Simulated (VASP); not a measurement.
# Cs (P6_3/mmc) in VASP: further runs

Runs on Cs. Level: LDA. Tasks: relaxation of cell and atoms.

Program: VASP 6.6.1. These are calculated values, not measurements. Logs are shortened: lines on timing, memory, paths and dates and some standing lists are left out, and cuts for length are marked.

## (1) The cell of the first run

The structure is hexagonal, space group P6_3/mmc (No. 194). The conventional cell has a = 5.113 Å, b = 5.113 Å, c = 8.283 Å, α = 90.00°, β = 90.00°, γ = 120.00°.

## (2) Relaxation of cell and atoms, LDA, target pressure 0.061 GPa, at which the enthalpy is minimised

File INCAR:

```
PREC = Accurate
ENCUT = 500
EDIFF = 1E-7
ISMEAR = -1
SIGMA = 0.1
LREAL = False
LASPH = True
NELM = 120
ALGO = Normal
ISIF = 3
LWAVE = False
LCHARG = False
GGA = CA
IBRION = 2
NSW = 60
EDIFFG = -0.005
PSTRESS = 0.61
GGA_COMPAT = False
NELMIN = 4
```

File KPOINTS:

```
Automatic mesh
0
Gamma
  9 9 5
```

File POSCAR:

```
Cs
1.0
    5.1127359851      0.0000000000      0.0000000000
   -2.5563679926      4.4277592460      0.0000000000
    0.0000000000      0.0000000000      8.2826322959
Cs
2
Direct
    0.3333333333      0.6666666667      0.2500000000
    0.6666666667      0.3333333333      0.7500000000
```

Potentials or basis: VASP PAW LDA potentials, release 64 (Cs_sv).

Started as:

```
> cat potpaw_LDA.64/Cs_sv/POTCAR > POTCAR
> mpirun -np 1 vasp_std > vasp.out
```

OUTCAR:

```text
PREC = Accurate
   ENCUT = 500
   EDIFF = 1E-7
   ISMEAR = -1
   LREAL = False
   LASPH = True
   NELM = 120
   ISIF = 3
   GGA = CA
   IBRION = 2
   NSW = 60
   EDIFFG = -0.005
   PSTRESS = 0.61
   NELMIN = 4

 ion  position               nearest neighbor table
   1  0.333  0.667  0.250-
   2  0.667  0.333  0.750-

  LATTYP: Found a hexagonal cell.
 ALAT       =     5.1127359851
 C/A-ratio  =     1.6200000000

  Lattice vectors:

 A1 = (   5.1127359851,   0.0000000000,   0.0000000000)
 A2 = (  -2.5563679926,   4.4277592460,   0.0000000000)
 A3 = (   0.0000000000,   0.0000000000,   8.2826322959)

Analysis of symmetry for initial positions (statically):
=====================================================================
 Subroutine PRICEL returns:
 Original cell was already a primitive cell.

 Routine SETGRP: Setting up the symmetry group for a
 hexagonal supercell.

 Subroutine GETGRP returns: Found 24 space group operations
 (whereof 12 operations were pure point group operations)
 out of a pool of 24 trial point group operations.

The static configuration has the point symmetry D_3d.
 The point group associated with its full space group is D_6h.

Analysis of symmetry for dynamics (positions and initial velocities):
=====================================================================
 Subroutine PRICEL returns:
 Original cell was already a primitive cell.

 Routine SETGRP: Setting up the symmetry group for a
 hexagonal supercell.

 Subroutine GETGRP returns: Found 24 space group operations
 (whereof 12 operations were pure point group operations)
 out of a pool of 24 trial point group operations.

The dynamic configuration has the point symmetry D_3d.
 The point group associated with its full space group is D_6h.

 Subroutine INISYM returns: Found 24 space group operations
 (whereof 12 operations are pure point group operations),
 and found     1 'primitive' translations

----------------------------------------------------------------------------------------

                                     Primitive cell

  volume of cell :     187.5019

  direct lattice vectors                    reciprocal lattice vectors
     5.112735985  0.000000000  0.000000000     0.195589994  0.112923936  0.000000000
    -2.556367993  4.427759246  0.000000000     0.000000000  0.225847871  0.000000000
     0.000000000  0.000000000  8.282632296     0.000000000  0.000000000  0.120734564

  length of vectors
     5.112735985  5.112735985  8.282632296     0.225847871  0.225847871  0.120734564

  position of ions in fractional coordinates (direct lattice)
     0.333333333  0.666666667  0.250000000
     0.666666667  0.333333333  0.750000000

  ion indices of the primitive-cell ions
   primitive index   ion index
                 1           1
                 2           2

----------------------------------------------------------------------------------------

 KPOINTS: Automatic mesh

Automatic generation of k-mesh.
 Grid dimensions read from file:
 generate k-points for:    9    9    5

 Generating k-lattice:

  Cartesian coordinates                     Fractional coordinates (reciprocal lattice)
     0.021732222  0.012547104  0.000000000     0.111111111  0.000000000  0.000000000
     0.000000000  0.025094208  0.000000000     0.000000000  0.111111111  0.000000000
     0.000000000  0.000000000  0.024146913     0.000000000  0.000000000  0.200000000

  Length of vectors
     0.025094208  0.025094208  0.024146913

  Shift w.r.t. Gamma in fractional coordinates (k-lattice)
     0.000000000  0.000000000  0.000000000

 Subroutine IBZKPT returns following result:
 ===========================================

 Found     36 irreducible k-points:

 Following reciprocal coordinates:
            Coordinates               Weight
  0.000000  0.000000  0.000000      1.000000
  0.111111  0.000000  0.000000      6.000000
  0.222222 -0.000000  0.000000      6.000000
  0.333333  0.000000  0.000000      6.000000
  0.444444 -0.000000  0.000000      6.000000
  0.111111  0.111111  0.000000      6.000000
[... 16 lines left out ...]
  0.333333  0.222222  0.200000     24.000000
  0.333333  0.333333  0.200000      4.000000
 [... further k-points ...]
   k-points           NKPTS =     36   k-points in BZ     NKDIM =     36   number of bands    NBANDS=     13
   number of dos      NEDOS =    301   number of ions     NIONS =      2
   total plane-waves  NPLWV =  96000
   dimension x,y,z NGX =    40 NGY =   40 NGZ =   60
   dimension x,y,z NGXF=    80 NGYF=   80 NGZF=  120
   ions per type =               2
   NGX,Y,Z   is equivalent  to a cutoff of  13.01, 13.01, 12.04 a.u.
   NGXF,Y,Z  is equivalent  to a cutoff of  26.01, 26.01, 24.09 a.u.
 SYSTEM =  unknown system
   PREC   = accura    normal or accurate (medium, high low for compatibility)
   ISTART =      0    job   : 0-new  1-cont  2-samecut
   ICHARG =      2    charge: 1-file 2-atom 10-const
   ISPIN  =      1    spin polarized calculation?
   LNONCOLLINEAR =      F non collinear calculations
   LSORBIT =      F    spin-orbit coupling
   LASPH  =      T    aspherical Exc in radial PAW
   ENCUT  =  500.0 eV  36.75 Ry    6.06 a.u.   9.32  9.32 15.10*2*pi/ulx,y,z
   NELM   =    120;   NELMIN=  4; NELMDL= -5     # of ELM steps
   EDIFF  = 0.1E-06   stopping-criterion for ELM
   LREAL  =      F    real-space projection
   EDIFFG = -.5E-02   stopping-criterion for IOM
   NSW    =     60    number of steps for IOM
   IBRION =      2    ionic relax: 0-MD 1-quasi-New 2-CG
   NFREE  =      1    steps in history (QN), initial steepest desc. (CG)
   ISIF   =      3    stress and relaxation
   ISYM   =      2    0-nonsym 1-usesym 2-fastsym
   POTIM  = 0.5000    time-step for ionic-motion
   TEBEG  =    0.0;   TEEND  =   0.0 temperature during run
   PSTRESS=    0.6 pullay stress
   NELECT =      18.0000    total number of electrons
   NUPDOWN=      -1.0000    fix difference up-down
   EMIN   =  10.00;   EMAX   =-10.00  energy-range for DOS
   EFERMI =   0.00;   METHOD = LEGACY
   ISMEAR =    -1;   SIGMA  =   0.10  broadening in eV -4-tet -1-fermi 0-gaus
   EFERMI_NEDOS =   21; number of points for ismear=-14 and -15
   IALGO  =     38    algorithm
   IMIX   =      4    mixing-type and parameters
     AMIX     =   0.40;   BMIX     =  1.00
     AMIX_MAG =   1.60;   BMIX_MAG =  1.00
  volume/ion in A,a.u.               =      93.75       632.66
  Fermi-wavevector in a.u.,A,eV,Ry     =   0.749601  1.416541  7.645145  0.561902
  Thomas-Fermi vector in A             =   1.846159
   LORBIT       =      0    0 simple, 1 ext, 2 COOP (PROOUT), +10 PAW based schemes
   GGA     = CA    functional components
   LHFCALC =     F    Hartree Fock is set to
   AEXX    =    0.0000 exact exchange contribution
   IVDW    =     0    specifies the selected vdW correction
   LEPSILON=     F    determine dielectric tensor
   LRPA    =     F    only Hartree local field effects (RPA)
 conjugate gradient relaxation of ions
 non-spin polarized calculation
  energy-cutoff  :      500.00
  volume of cell :      187.50
 maximum number of plane-waves:      4806
 NGX is ok and might be reduce to    40
   NGX = 19   NGY = 19   NGZ = 31

--------------------------------------- Ionic step        1  -------------------------------------------

 number of electron      17.9999999 magnetization

 Free energy of the ion-electron system (eV)
  ---------------------------------------------------
  ext. energy  EPLUGINS =         0.00000000
  ---------------------------------------------------
  free energy    TOTEN  =        -2.02952004 eV

  energy without entropy =       -1.95005135  energy(sigma->0) =       -1.98978569

------------------------ aborting loop because EDIFF is reached ----------------------------------------

  FORCE on cell =-STRESS in cart. coord.  units (eV):
  Direction    XX          YY          ZZ          XY          YZ          ZX
  --------------------------------------------------------------------------------------
  -------------------------------------------------------------------------------------
  Total        0.0458902      0.0458902      0.0831154     -0.0000000      0.0000000      0.0000000
  in kB        0.3921255      0.3921255      0.7102095     -0.0000000      0.0000000      0.0000000
  external PRESSURE =      -0.1118465 kB  Pullay stress =       0.6100000 kB
[... 175 lines left out ...]
  enthalpy is  TOTEN    =        -1.9582502230 eV   P V=        0.0709254149

--------------------------------------- Ionic step        6  -------------------------------------------

 number of electron      17.9999998 magnetization

 Free energy of the ion-electron system (eV)
  ---------------------------------------------------
  ext. energy  EPLUGINS =         0.00000000
  ---------------------------------------------------
  free energy    TOTEN  =        -2.02920025 eV

  energy without entropy =       -1.94973441  energy(sigma->0) =       -1.98946733

 E-fermi :   0.8543     XC(G=0):  -6.1102

 val. band max:        0.7997910247   @ k =   0.3333   0.0000   0.4000
 cond. band min:       0.8694977077   @ k =   0.1111   0.0000   0.0000
 fundamental gap:      0.0697066831
 Fermi energy:         0.8542886962

 k-point     1 :       0.0000    0.0000    0.0000
  band No.  band energies     occupation
      1     -22.8481      2.00000
      2     -22.8312      2.00000
      3      -9.8179      2.00000
      4      -9.5740      2.00000
      5      -9.5740      2.00000
      6      -9.5366      2.00000
      7      -9.5366      2.00000
      8      -9.5350      2.00000
      9      -1.0393      2.00000
     10       0.7158      1.59959
     11       1.9551      0.00003
     12       3.3003      0.00000
     13       3.3003      0.00000
[... 353 lines left out ...]
 k-point    24 :       0.3333    0.3333    0.2000
  band No.  band energies     occupation
      1     -22.8272      2.00000
      2     -22.8272      2.00000
      3      -9.7378      2.00000
      4      -9.7308      2.00000
      5      -9.7308      2.00000
      6      -9.6687      2.00000
      7      -9.6166      2.00000
      8      -9.6166      2.00000
      9       1.5781      0.00144
     10       1.5781      0.00144
     11       1.6269      0.00088
     12       1.6864      0.00049
     13       2.4505      0.00000

 [... further k-points ...]
[... 5 lines left out ...]
  --------------------------------------------------------------------------------------
  -------------------------------------------------------------------------------------
  Total        0.0703613      0.0703613      0.0779751     -0.0000000     -0.0000000      0.0000000
  in kB        0.6049390      0.6049390      0.6704002     -0.0000000     -0.0000000      0.0000000
  external PRESSURE =       0.0167594 kB  Pullay stress =       0.6100000 kB
[... 17 lines left out ...]
  FREE ENERGIE OF THE ION-ELECTRON SYSTEM (eV)
  ---------------------------------------------------
  free  energy   TOTEN  =        -2.0292002481 eV

  energy  without entropy=       -1.9497344066  energy(sigma->0) =       -1.98946733

  enthalpy is  TOTEN    =        -1.9582503375 eV   P V=        0.0709499106

 reached required accuracy - stopping structural energy minimisation
```

It took 92 s on 1 thread of Intel Xeon 6975P-C (Granite Rapids), shared host; peak memory 0.27 GiB.

What came out:

| Item | Value |
| --- | --- |
| Free energy | -2.0292 eV |
| Relaxed volume | 93.18 Å³/atom |
| Relaxed cell | a = 5.092 Å, b = 5.092 Å, c = 8.298 Å, α = 90.00°, β = 90.00°, γ = 120.00° |
| Space group after relaxing (to 0.05 Å) | P6_3/mmc (No. 194) |
| Energy change on relaxing (the enthalpy is what falls) | +0.2 meV/atom |
| Ionic steps | 6 |
| Pressure after relaxing | 0.1 GPa |
| Band gap on the k mesh | zero (band 9 reaches 1.67 eV, above the bottom of band 10 at -0.02 eV) |

Step by step:
```csv
step,energy change (eV),largest force (eV/Å),pressure (GPa),volume (Å³)
1,0.0000,0.0000,0.05,187.50
2,0.0000,0.0000,0.05,187.32
3,0.0002,0.0000,0.06,186.79
4,0.0006,0.0000,0.07,185.73
5,0.0003,0.0000,0.07,186.29
6,0.0003,0.0000,0.06,186.35
```

Final structure:
```
Cs
1.0
     5.09236    0.00000    0.00000
    -2.54618    4.41011    0.00000
     0.00000    0.00000    8.29781
Cs
2
Direct
  0.33333 0.66667 0.25000
  0.66667 0.33333 0.75000
```

Caveat: the cell is relaxed towards a set pressure, so the enthalpy falls and the energy may rise; spin-orbit coupling is left out, which moves the levels of the heavy elements.

## (3) Relaxation of cell and atoms, LDA, target pressure 0.061 GPa, at which the enthalpy is minimised

Changes to INCAR since step 2:

```diff
@@ -12,5 +12,4 @@
 LCHARG = False
-GGA = CA
 IBRION = 2
-NSW = 60
+NSW = 32
 EDIFFG = -0.005
```

KPOINTS is that of step 2.

POSCAR is that of step 2.

Potentials or basis: VASP PAW LDA potentials, release 64 (Cs_sv).

Started as:

```
> cat potpaw_LDA.64/Cs_sv/POTCAR > POTCAR
> mpirun -np 1 vasp_std > vasp.out
```

Wall time 95 s (1 thread of Intel Xeon 6975P-C (Granite Rapids), shared host); peak memory 0.27 GiB.

The run converged. Its results:

```
Free energy                                            : -2.0292 eV
Relaxed volume                                         : 93.18 Å³/atom
Relaxed cell                                           : a = 5.092 Å, b = 5.092 Å, c = 8.298 Å, α = 90.00°, β = 90.00°, γ = 120.00°
Space group after relaxing (to 0.05 Å)                 : P6_3/mmc (No. 194)
Energy change on relaxing (the enthalpy is what falls) : +0.2 meV/atom
Ionic steps                                            : 6
Pressure after relaxing                                : 0.1 GPa
Band gap on the k mesh                                 : zero (band 9 reaches 1.67 eV, above the bottom of band 10 at -0.02 eV)
```

Step by step:
| step | energy change (eV) | largest force (eV/Å) | pressure (GPa) | volume (Å³) |
| --- | --- | --- | --- | --- |
| 1 | 0.0000 | 0.0000 | 0.05 | 187.50 |
| 2 | 0.0000 | 0.0000 | 0.05 | 187.32 |
| 3 | 0.0002 | 0.0000 | 0.06 | 186.79 |
| 4 | 0.0006 | 0.0000 | 0.07 | 185.73 |
| 5 | 0.0003 | 0.0000 | 0.07 | 186.29 |
| 6 | 0.0003 | 0.0000 | 0.06 | 186.35 |

Final structure:
```cif
data_structure
_symmetry_space_group_name_H-M 'P 1'
_symmetry_Int_Tables_number 1
_cell_length_a 5.0924
_cell_length_b 5.0924
_cell_length_c 8.2978
_cell_angle_alpha 90.000
_cell_angle_beta 90.000
_cell_angle_gamma 120.000
_cell_volume 186.35
loop_
_atom_site_label
_atom_site_type_symbol
_atom_site_fract_x
_atom_site_fract_y
_atom_site_fract_z
_atom_site_occupancy
Cs1 Cs 0.33333 0.66667 0.25000 1
Cs2 Cs 0.66667 0.33333 0.75000 1
```

Levels at points of the mesh, in eV from the Fermi level:
```tsv
k point	band 6	band 7	band 8	band 9	band 10	band 11	band 12	band 13
(0.00, 0.00, 0.00)	-10.39	-10.39	-10.39	-1.89	-0.14	1.10	2.45	2.45
```

Caveat: the cell is relaxed towards a set pressure, so the enthalpy falls and the energy may rise; spin-orbit coupling is left out, which moves the levels of the heavy elements.
